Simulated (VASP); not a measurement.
A run of VASP 6.6.1 is set up as follows.

Contents of POSCAR:

```
Pb
1.0
    3.5030470293      0.0000000000      0.0000000000
   -1.7515235146      3.0337277180      0.0000000000
    0.0000000000      0.0000000000      5.6270209464
Pb
2
Direct
    0.6666666667      0.3333333333      0.7500000000
    0.3333333333      0.6666666667      0.2500000000
```

Contents of INCAR.step1:

```
PREC     = Accurate       # precision mode
ENCUT    = 520            # plane-wave cutoff, eV
ISMEAR   = -1             # smearing method
SIGMA    = 0.05           # smearing width, eV
LREAL    = False          # projectors in reciprocal space
LASPH    = True           # aspherical terms in the spheres
NELM     = 100            # most SCF steps
NBANDS   = 21             # bands
GGA      = PE             # functional
ALGO     = Normal         # electronic algorithm
EDIFF    = 1E-4           # SCF threshold, eV
LWAVE    = True           # write WAVECAR
LCHARG   = False          # write CHGCAR
```

File INCAR.step2:

```
PREC     = Accurate       # precision mode
ENCUT    = 520            # plane-wave cutoff, eV
EDIFF    = 1E-7           # SCF threshold, eV
ISMEAR   = -1             # smearing method
SIGMA    = 0.05           # smearing width, eV
LREAL    = False          # projectors in reciprocal space
LASPH    = True           # aspherical terms in the spheres
NELM     = 100            # most SCF steps
ALGO     = Normal         # electronic algorithm
ISIF     = 2              # what is computed and relaxed
LWAVE    = False          # write WAVECAR
LCHARG   = False          # write CHGCAR
METAGGA  = R2SCAN         # meta-GGA
LMIXTAU  = True         
NBANDS   = 21             # bands
ISTART   = 1
```

KPOINTS

```
Automatic mesh
0
Gamma
  9 9 5
```

Potentials or basis: VASP PAW PBE potentials, release 64 (Pb_d).

Launch:

```bash
$ cat potpaw_PBE.64/Pb_d/POTCAR > POTCAR
$ cp INCAR.step1 INCAR
$ mpirun -np 1 vasp_std > vasp.out
$ cp INCAR.step2 INCAR
$ mpirun -np 1 vasp_std > vasp.out
```

**Question.** Predict the band gap on the k mesh.

**Answer.** Zero (band 14 reaches 13.21 eV, above the bottom of band 15 at 5.35 eV).

**Question.** Estimate the pressure.

**Answer.** 1.8 GPa.

Stress tensor (GPa, compression positive):
```
0.61 0.00 0.00
0.00 0.61 0.00
0.00 0.00 4.29
```

Caveat: the PAW data sets were made with another functional, which shifts forces and pressure a little; spin-orbit coupling is left out, which moves the levels of the heavy elements.
